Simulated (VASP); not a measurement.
# C: G0W0 quasiparticle levels with PBE

Crystal: C.

```
C
1.0
     0.00000    1.76232    1.76232
     1.76232    0.00000    1.76232
     1.76232    1.76232    0.00000
C
2
Direct
  0.00000 0.00000 0.00000
  0.25000 0.25000 0.25000
```

* Program: VASP 6.6.1
* Task: G0W0 quasiparticle levels
* Functional: PBE
* Potentials or basis: VASP PAW PBE potentials, release 64 (C_GW)
* Cutoff: 500 eV
* k mesh: 6 × 6 × 6
* Occupations: gaussian, width 0.01 eV
* Spin: no spin polarisation
* Dipole correction: no
* GW scheme: G0W0
* GW iterations: 1
* Cutoff of the response function: 150
* Frequency points: 96
* Empty bands: 45
* Mended: yes
* Further INCAR settings: ALGO = EVGW0; EDIFF = 1e-08; NBANDS = 49

```yaml
Quasiparticle_gap: 5.51 eV
Least_direct_quasiparticle_gap: 7.39 eV
Band_gap_of_the_starting_levels_on_the_mesh: 4.24 eV
Least_direct_gap_of_the_starting_levels_on_the_mesh: 5.69 eV
```

Run time: 25 s on 1 thread of Intel(R) Xeon(R) 6975P-C (Granite Rapids), with other jobs on the host, peak memory 0.2 GiB.

Caveat: the k points lie up to 0.51 Å⁻¹ apart; bands, screening cutoff and mesh are small and nothing is extrapolated, so the quasiparticle values aren't converged.
